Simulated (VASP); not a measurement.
Here is a VASP 6.6.1 calculation.

INCAR

```
SYSTEM = H4CO
PREC = Accurate
ENCUT = 520
EDIFF = 1E-6
ISMEAR = -1
SIGMA = 0.05
LREAL = Auto
LASPH = .TRUE.
NELM = 100
ALGO = Normal
ISIF = 2
LWAVE = .FALSE.
LCHARG = .FALSE.
GGA = CA
NBANDS = 66
```

KPOINTS

```
regular mesh
0
G
  1 1 1
  0 0 0
```

Contents of POSCAR:

```
H4CO
1.0
    7.1256230000      0.0000000000      0.0000000000
    0.0000000000      7.1256230000      0.0000000000
    0.0000000000      0.0000000000      7.1256230000
C O H
6 6 24
Direct
    0.6630157110     -0.0161389397      0.1556355143
    0.7261119484      0.5608772735      0.8116062273
    0.2819542937      0.5511097065      1.0265348026
    0.1550460921      0.7948638316      0.5122499464
    0.0627032892      0.3003667188      0.4644225494
    0.5301010171      1.1452331958      0.6921079041
    0.7093835865      0.0123217296      0.3473240164
    0.7462505384      0.7028017059      0.6841787729
    0.3393387497      0.3514078699      1.0099327455
    0.0620436978      0.9399318488      0.6264855719
    0.0820700169      0.1809525988      0.2877502781
    0.5005316728      0.9632280574      0.7466855881
    0.5194212492     -0.0442908641      0.1251399351
    0.8416106213      0.0430839521      0.3202105977
    0.7355286689      0.1036400607      0.0642891155
    0.7475697213     -0.1436786650      0.1070362549
    0.7932218699      0.4174091164      0.7526359450
    0.6474100580      0.8165040446      0.6805299691
    0.7633297467      0.6201843684      0.9500783300
    0.5708272806      0.4991423206      0.8208124398
    0.3483063867      0.6352005993      0.9068400054
    0.4725902563      0.3307921286      0.9768830038
    0.1354127211      0.5253856400      0.9774303243
    0.2829506978      0.6182897973      1.1752095220
    0.2590089316      0.8754462592      0.4394703453
   -0.0367687148      0.8782670652      0.6851330754
    0.2117709567      0.6798423099      0.5984318845
    0.0697763550      0.7379144252      0.3887800407
    0.0028488737      0.4557917252      0.4260118729
    0.1522673877      0.2631348866      0.2041646043
   -0.0418910739      0.2218893702      0.5537480723
    0.2081923223      0.2908377275      0.5552917969
    0.4082309715      1.2280049057      0.7456330485
    0.3569793125      0.9612773508      0.7632455436
    0.6623140180      1.2147709751      0.7506852383
    0.5282064459      1.1922887304      0.5419876971
```

Potentials or basis: VASP PAW LDA potentials, release 64 (C, O, H).

The run is started by

```bash
$ cat potpaw_LDA.64/C/POTCAR potpaw_LDA.64/O/POTCAR potpaw_LDA.64/H/POTCAR > POTCAR
$ mpirun -np 1 vasp_gam > vasp.out
```

Q: Estimate the largest force.

A: 3.772 eV/Å.

Q: What does it give for the pressure?

A: -4.1 GPa.

Q: Estimate the band gap on the k mesh.

A: 4.17 eV.

Stress tensor (GPa, compression positive):
```
-3.32  1.70 -0.61
 1.70 -5.31 -1.73
-0.61 -1.73 -3.60
```

Caveat: the k points lie up to 0.88 Å⁻¹ apart.
